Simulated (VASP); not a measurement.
Crystal: Al4GeRu.

```
Al Ge Ru
1.0
     3.49547    0.00000    0.00000
    -1.74774    3.02717    0.00000
     0.00000    0.00000    7.59657
Al Ge Ru
4 1 1
Direct
  0.33333 0.66667 0.74444
  0.33333 0.66667 0.25556
  0.66667 0.33333 0.74444
  0.66667 0.33333 0.25556
  0.00000 0.00000 0.50000
  0.00000 0.00000 0.00000
```

| Property | Result |
| --- | --- |
| Program | VASP 6.6.1 |
| Task | relaxation of cell and atoms |
| Functional | PBE |
| Potentials or basis | VASP PAW PBE potentials, release 64 (Al, Ge_d, Ru_pv) |
| Cutoff | 600 eV |
| k mesh | 6 × 6 × 2 |
| Occupations | gaussian, width 0.1 eV |
| Spin | no spin polarisation |

At the start: pressure 58.9 GPa; volume 13.40 Å³/atom.

Where does the relaxation end?

Over 16 steps the energy falls by 1770.5 meV/atom and the volume is 15.85 Å³/atom (+18.3 %); space group P6/mmm (No. 191, to 0.05 Å).

Step by step:
```
step  energy change (eV)  largest force (eV/Å)  pressure (GPa)  volume (Å³)
   1              0.0000                1.1958           58.86        80.38
   2             -5.1891                0.6142          -15.25       147.10
   3             -5.9137                1.0089           -0.55       114.06
   4             -7.5879                0.9128           -7.70       122.69
   5             -7.6741                0.9782           -6.34       120.18
   6             -7.6747                0.9899           -5.83       119.31
   7             -8.8371                0.8089           -4.72       110.64
   8             -8.5188                4.0332           25.28        82.38
   9             -9.3590                0.8422           -2.64       103.15
  10            -10.2903                0.3917            3.31        92.99
  11            -10.3866                0.3608           -1.49        96.71
  12            -10.3896                0.3386           -1.86        97.14
  13            -10.4215                0.2822           -2.66        97.99
  14            -10.5129                0.0483           -0.31        95.48
  15            -10.6215                0.0585           -0.07        95.35
  16            -10.6231                0.0099            0.29        95.09
```

Final structure:
```
CELL_PARAMETERS angstrom
4.65366 0.00000 0.00000
-2.32683 4.03019 0.00000
0.00000 0.00000 5.07012
ATOMIC_POSITIONS crystal
Al 0.33333 0.66667 0.75384
Al 0.33333 0.66667 0.24616
Al 0.66667 0.33333 0.75384
Al 0.66667 0.33333 0.24616
Ge 0.00000 0.00000 0.50000
Ru 0.00000 0.00000 0.00000
```

Caveat: the k points lie up to 0.62 Å⁻¹ apart in the final cell; the volume moved by over 15 % at a fixed basis, so the end points are rough.
